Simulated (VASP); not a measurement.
A run of VASP 6.6.1:

The input INCAR:

```
SYSTEM = Sr3Ca
PREC = Accurate ; ENCUT = 520
EDIFF = 1E-6 ; ISMEAR = 1
SIGMA = 0.05 ; LREAL = .FALSE.
LASPH = .TRUE. ; NELM = 80
ALGO = Normal ; ISIF = 2
LWAVE = .FALSE. ; LCHARG = .TRUE.
GGA = CA ; LELF = .TRUE.
LVHAR = .TRUE. ; NBANDS = 28
```

The input KPOINTS:

```
regular mesh
0
G
  6 6 6
  0 0 0
```

File POSCAR:

```
Sr3Ca
1.0
   -2.9927190000      2.9927190000      5.9567060000
    2.9927190000     -2.9927190000      5.9567060000
    2.9927190000      2.9927190000     -5.9567060000
Sr Ca
3 1
Direct
    0.7500000000      0.2500000000      0.5000000000
    0.2500000000      0.7500000000      0.5000000000
    0.5000000000      0.5000000000      0.0000000000
    0.0000000000      0.0000000000      0.0000000000
```

Potentials or basis: VASP PAW LDA potentials, release 64 (Sr_sv, Ca_sv).

Run with:

```sh
$ cat potpaw_LDA.64/Sr_sv/POTCAR potpaw_LDA.64/Ca_sv/POTCAR > POTCAR
$ mpirun -np 1 vasp_std > vasp.out
```

Hardware: 1 thread of AMD EPYC 9R45 96-Core Processor (Zen 5), on a shared host.

How long does it take, and how much memory?

Wall time 2.6 min on 1 thread of AMD EPYC 9R45 96-Core Processor (Zen 5) (shared host), peak memory 0.37 GiB. Counts: scf iterations 11, k points 30.
